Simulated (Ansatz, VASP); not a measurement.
# Two plane-wave programs on Au

File INCAR:

```
SYSTEM = Au
PREC = Accurate
ENCUT = 520
EDIFF = 1E-6
ISMEAR = -1
SIGMA = 0.05
LREAL = .FALSE.
LASPH = .TRUE.
NELM = 80
ALGO = Normal
ISIF = 2
LWAVE = .FALSE.
LCHARG = .FALSE.
GGA = CA
NBANDS = 18
```

File KPOINTS:

```
Automatic mesh
0
G
  11 11 6
  0 0 0
```

The input POSCAR:

```
Au
1.0
    1.4206566610     -2.5728602271      0.0000000000
    1.4206566610      2.5728602271      0.0000000000
    0.0000000000      0.0000000000      4.9255756512
Au
2
Direct
    0.3346720300      0.6653279700      0.2500000000
    0.6653279700      0.3346720300      0.7500000000
```

File input.yaml:

```yaml
crystal:
  lattice:
    - [1.420656661, -2.5728602271, 0.0]
    - [1.420656661, 2.5728602271, 0.0]
    - [0.0, 0.0, 4.9255756512]
  atoms:
    - { symbol: Au, position: [0.33467203, 0.66532797, 0.25] }
    - { symbol: Au, position: [0.66532797, 0.33467203, 0.75] }
hamiltonian:
  xc: lda
  pseudopotentials: { kind: paw }
kpoints:
  mp_grid: { grid: [11, 11, 6] }
scf:
  occupations: { method: fermi_dirac, width: 0.05 }
output:
  forces: true
  stress: true
  eigenvalues: true
```

Alike in both runs: task single point; functional LDA; k mesh 11 × 11 × 6; occupations fermi-dirac, width 0.05 eV; no spin polarisation.

|  | VASP | Ansatz |
| --- | --- | --- |
| version | VASP 6.6.1 | Ansatz 0.2.0 |
| potentials or method | VASP PAW LDA potentials, release 64 (Au) | Ansatz PAW |
| plane-wave cutoff (eV) | 520 | 420 |
| valence electrons in the cell | 22 | 38 |

|  | VASP | Ansatz | Ansatz less VASP |
| --- | --- | --- | --- |
| gap on the k mesh at the Fermi level (eV) | none | none | - |
| pressure (GPa) | -11.8 | -12.1 | -0.37 |
| traceless stress, the component that is largest in VASP (GPa) | 1.99 | 1.89 | -0.096 |
| rms of the force components (eV/Å) | 0.004 | 0.004 | -0.0003 |

LDA's correlation is that of Perdew and Zunger in VASP and of Perdew and Wang (1992) in Ansatz. Atom by atom the forces differ by 0.000 eV/Å (rms over components). A gap of «none» marks a metal or a gap that the smearing closes. VASP's potentials hold 22 valence electrons a cell and Ansatz's 38, so a difference there can come from the potentials and not from the codes.

Neither program's run includes spin-orbit coupling.
